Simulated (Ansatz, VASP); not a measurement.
**Two plane-wave programs on RbCdI3**

```
Rb Cd I
1.0
     6.04018    0.00000    0.00000
     0.00000    6.04018    0.00000
     0.00000    0.00000    6.04018
Rb Cd I
1 1 3
Direct
  0.00000 0.00000 0.00000
  0.50000 0.50000 0.50000
  0.50000 0.50000 0.00000
  0.50000 0.00000 0.50000
  0.00000 0.50000 0.50000
```

Change from the starting cell: hydrostatic strain +1.5%.

Alike in both runs: task single point; functional r2SCAN; k mesh 4 × 4 × 4; occupations fermi-dirac, width 0.02 eV; no spin polarisation.

|  | VASP | Ansatz |
| --- | --- | --- |
| version | VASP 6.6.1 | Ansatz 0.2.0 |
| potentials or method | VASP PAW PBE potentials, release 64 (Rb_sv, Cd, I) | plane waves, PAW |
| plane-wave cutoff (eV) | 520 | 500 |
| valence electrons in the cell | 42 | 80 |

|  | VASP | Ansatz | Ansatz less VASP |
| --- | --- | --- | --- |
| pressure (GPa) | -0.8 | -0.9 | -0.05 |

VASP's potentials were made for PBE, not for r2SCAN. With one functional, cell and mesh, what is left measures potentials, basis and numerics. VASP's potentials hold 42 valence electrons a cell and Ansatz's 80, so a difference there can come from the potentials and not from the codes.

Spin-orbit coupling is off throughout.
